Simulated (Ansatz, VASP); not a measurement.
**Bi2Se3 in VASP and in Ansatz**

```
CELL_PARAMETERS angstrom
4.12730 0.00000 0.00000
-2.06365 3.57435 0.00000
0.00000 0.00000 27.03297
ATOMIC_POSITIONS crystal
Se 0.00000 0.00000 0.36992
Se 0.66667 0.33333 0.50000
Se 0.33333 0.66667 0.63008
Bi 0.33333 0.66667 0.42834
Bi 0.00000 0.00000 0.57166
```

Alike in both runs: task relaxation of the atoms; functional PBE; dispersion D3(BJ); k mesh 9 × 9 × 1; occupations gaussian, width 0.05 eV; no spin polarisation.

```csv
,VASP,Ansatz
version,VASP 6.6.1,Ansatz 0.2.0
potentials or method,"VASP PAW PBE potentials, release 64 (Se, Bi_d), cutoff 520 eV","scalar-relativistic, plane waves, PAW"
valence electrons in the cell,48,78
```

```tsv
	VASP	Ansatz	Ansatz less VASP
gap on the k mesh at the Fermi level, each at its own relaxed structure (eV)	0.94	0.94	+0.003
```

VASP's potentials hold 48 valence electrons a cell and Ansatz's 78, so a difference there can come from the potentials and not from the codes.

Neither program's run includes spin-orbit coupling. Noted on VASP's run: the relaxation stopped at its first step, so nothing moved.
